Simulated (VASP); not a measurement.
**TiC3: relaxation of cell and atoms with PBE**

Crystal: TiC3.

```
Ti C
1.0
     0.00000    3.12215    3.12215
     3.12215    0.00000    3.12215
     3.12215    3.12215    0.00000
Ti C
1 3
Direct
  0.00000 0.00000 0.00000
  0.50000 0.50000 0.50000
  0.25000 0.25000 0.25000
  0.75000 0.75000 0.75000
```

```yaml
Program: VASP 6.6.1
Task: relaxation of cell and atoms
Functional: PBE
Potentials_or_basis: VASP PAW PBE potentials, release 64 (Ti_sv, C)
Cutoff: 600 eV
k_mesh: 6 × 6 × 6
Occupations: gaussian, width 0.1 eV
Spin: no spin polarisation
Dipole_correction: no
Further_INCAR_settings: ALGO = Normal; EDIFF = 1e-07; IBRION = 2; EDIFFG = -0.04; NSW = 90; ISIF = 3
```

The relaxed volume is 8.90 Å³/atom, the relaxed cell is a = 3.693 Å, b = 3.693 Å, c = 3.693 Å, α = 60.00°, β = 60.00°, γ = 60.00° and the space group after relaxing (to 0.05 Å) is Fm-3m (No. 225). The energy gained by relaxing is 1061.1 meV/atom and the ionic steps are 3. The pressure after relaxing is -0.3 GPa and the band gap on the k mesh is zero (band 12 reaches 8.85 eV, above the bottom of band 13 at 6.49 eV).

The path:
| step | energy change (eV) | largest force (eV/Å) | pressure (GPa) | volume (Å³) |
| --- | --- | --- | --- | --- |
| 1 | 0.0000 | 0.0000 | -33.84 | 60.87 |
| 2 | -4.2228 | 0.0000 | -5.81 | 36.72 |
| 3 | -4.2445 | 0.0000 | -0.34 | 35.62 |

Final structure:
```cif
data_structure
_symmetry_space_group_name_H-M 'P 1'
_symmetry_Int_Tables_number 1
_cell_length_a 3.6930
_cell_length_b 3.6930
_cell_length_c 3.6930
_cell_angle_alpha 60.000
_cell_angle_beta 60.000
_cell_angle_gamma 60.000
_cell_volume 35.62
loop_
_atom_site_label
_atom_site_type_symbol
_atom_site_fract_x
_atom_site_fract_y
_atom_site_fract_z
_atom_site_occupancy
Ti1 Ti 0.00000 0.00000 0.00000 1
C1 C 0.50000 0.50000 0.50000 1
C2 C 0.25000 0.25000 0.25000 1
C3 C 0.75000 0.75000 0.75000 1
```

Levels at points of the mesh, in eV from the Fermi level:
```tsv
k point	band 8	band 9	band 10	band 11	band 12	band 13	band 14	band 15	band 16
(0.00, 0.00, 0.00)	-4.55	-4.55	-4.05	-2.10	-2.10	-2.10	0.71	0.71	3.12
(0.50, 0.00, 0.00)	-5.18	-5.18	-2.03	-1.06	-1.06	0.10	0.10	2.23	3.65
(0.50, 0.50, 0.00)	-5.60	-5.60	-1.72	-0.42	-0.42	1.50	2.40	2.46	3.11
```

It took 34 s on 1 thread of Intel(R) Xeon(R) 6975P-C (Granite Rapids), on a shared host, peak memory 0.21 GiB.

Caveat: the volume moved by over 15 % at a fixed basis, so the end points are rough.
